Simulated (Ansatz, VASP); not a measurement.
One calculation of Ge, two programs

Contents of POSCAR:

```
Ge
1.0
    3.8596268470      0.0000000000      0.0000000000
   -1.9298134235      3.3425348699      0.0000000000
    0.0000000000      0.0000000000      6.3716294040
Ge
4
Direct
    0.6666666667      0.3333333333      0.0629010000
    0.3333333333      0.6666666667      0.5629010000
    0.6666666667      0.3333333333      0.4370990000
    0.3333333333      0.6666666667      0.9370990000
```

INCAR.step1

```
PREC = Accurate ; ENCUT = 520
ISMEAR = 1 ; SIGMA = 0.15
LREAL = F ; LASPH = T
NELM = 100 ; NBANDS = 36
GGA = PE ; ALGO = Normal
EDIFF = 1E-4 ; LWAVE = T
LCHARG = F
```

INCAR.step2

```
PREC = Accurate ; ENCUT = 520
EDIFF = 1E-6 ; ISMEAR = 1
SIGMA = 0.15 ; LREAL = F
LASPH = T ; NELM = 100
ALGO = Normal ; ISIF = 2
LWAVE = F ; LCHARG = F
METAGGA = R2SCAN ; LMIXTAU = T
NBANDS = 36 ; ISTART = 1
```

KPOINTS

```
Automatic mesh
0
Gamma
  7 7 4
```

Input for Ansatz:

```yaml
crystal:
  lattice:
    - [3.859626847048081, 0.0, 0.0]
    - [-1.9298134235240405, 3.3425348698879205, 0.0]
    - [0.0, 0.0, 6.371629403999931]
  atoms:
    - { symbol: Ge, position: [0.6666666666666666, 0.3333333333333333, 0.062901] }
    - { symbol: Ge, position: [0.3333333333333333, 0.6666666666666666, 0.562901] }
    - { symbol: Ge, position: [0.6666666666666666, 0.3333333333333333, 0.437099] }
    - { symbol: Ge, position: [0.3333333333333333, 0.6666666666666666, 0.937099] }
basis:
  ecutwfc: 600.0
kpoints:
  mp_grid:
    grid: [7, 7, 4]
hamiltonian:
  xc: r2scan
  pseudopotentials:
    kind: paw
scf:
  occupations:
    method: methfessel_paxton
    width: 0.15
output:
  stress: true
```

Alike in both runs: task single point; functional r2SCAN; k mesh 7 × 7 × 4; occupations methfessel-paxton of order 1, width 0.15 eV; no spin polarisation.

|  | VASP | Ansatz |
| --- | --- | --- |
| version | VASP 6.6.1 | Ansatz 0.2.0 |
| potentials or method | VASP PAW PBE potentials, release 64 (Ge_d), cutoff 520 eV | plane waves, PAW |
| valence electrons in the cell | 56 | 56 |

|  | VASP | Ansatz | Ansatz less VASP |
| --- | --- | --- | --- |
| pressure (GPa) | 9.6 | 9.6 | -0.09 |

VASP's potentials were made for PBE, not for r2SCAN. With one functional, cell and mesh, what is left measures potentials, basis and numerics.
